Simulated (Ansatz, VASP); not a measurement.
KCl: VASP beside Ansatz

File POSCAR:

```
KCl
1.0
    0.0000000000      3.0093042049      3.0093042049
    3.0093042049      0.0000000000      3.0093042049
    3.0093042049      3.0093042049      0.0000000000
K Cl
1 1
Direct
    0.0000000000      0.0000000000      0.0000000000
    0.5000000000      0.5000000000      0.5000000000
```

The input INCAR.step1:

```
PREC     = Accurate       # precision mode
ENCUT    = 520            # plane-wave cutoff, eV
ISMEAR   = 0              # smearing method
SIGMA    = 0.01           # smearing width, eV
LREAL    = False          # projectors in reciprocal space
LASPH    = True           # aspherical terms in the spheres
NELM     = 100            # most SCF steps
NBANDS   = 15             # bands
GGA      = PE             # functional
ALGO     = Normal         # electronic algorithm
EDIFF    = 1E-4           # SCF threshold, eV
LWAVE    = True           # write WAVECAR
LCHARG   = False          # write CHGCAR
```

Contents of INCAR.step2:

```
PREC     = Accurate       # precision mode
ENCUT    = 520            # plane-wave cutoff, eV
EDIFF    = 1E-6           # SCF threshold, eV
ISMEAR   = 0              # smearing method
SIGMA    = 0.01           # smearing width, eV
LREAL    = False          # projectors in reciprocal space
LASPH    = True           # aspherical terms in the spheres
NELM     = 100            # most SCF steps
ALGO     = Normal         # electronic algorithm
ISIF     = 2              # what is computed and relaxed
LWAVE    = False          # write WAVECAR
LCHARG   = False          # write CHGCAR
METAGGA  = R2SCAN         # meta-GGA
LMIXTAU  = True         
NBANDS   = 15             # bands
ISTART   = 1
```

Contents of KPOINTS:

```
Automatic mesh
0
Gamma
  8 8 8
```

Input for Ansatz:

```yaml
crystal:
  lattice:
    - [0.0, 3.0093042049, 3.0093042049]
    - [3.0093042049, 0.0, 3.0093042049]
    - [3.0093042049, 3.0093042049, 0.0]
  atoms:
    - { symbol: K, position: [0.0, 0.0, 0.0] }
    - { symbol: Cl, position: [0.5, 0.5, 0.5] }
kpoints:
  mp_grid: { grid: [8, 8, 8] }
  band_path:
    path:
      - [0.0, 0.0, 0.0]
      - [0.5, 0.0, 0.5]
      - [0.625, 0.25, 0.625]
      - [0.375, 0.375, 0.75]
      - [0.5, 0.5, 0.5]
      - [0.5, 0.25, 0.75]
    npoints: 1
hamiltonian:
  xc: r2scan
scf:
  occupations: { method: fixed }
  n_extra_bands: 4
output:
  forces: true
  stress: true
  eigenvalues: true
```

Change from the starting cell: hydrostatic strain -4.3%.

Alike in both runs: task single point; functional r2SCAN; k mesh 8 × 8 × 8; no spin polarisation.

|  | VASP | Ansatz |
| --- | --- | --- |
| version | VASP 6.6.1 | Ansatz 0.2.0 |
| potentials or method | VASP PAW PBE potentials, release 64 (K_sv, Cl) | plane waves, PAW |
| plane-wave cutoff (eV) | 520 | 500 |
| occupations | gaussian, width 0.01 eV | fixed |
| valence electrons in the cell | 16 | 16 |

VASP gave:

| Quantity | Value |
| --- | --- |
| gap on the k mesh at the Fermi level (eV) | 6.35 |
| pressure (GPa) | 3.6 |

Q: Which values does Ansatz return?

A: gap on the k mesh at the Fermi level (eV): 6.34; pressure (GPa): 3.6.

VASP's potentials were made for PBE, not for r2SCAN.
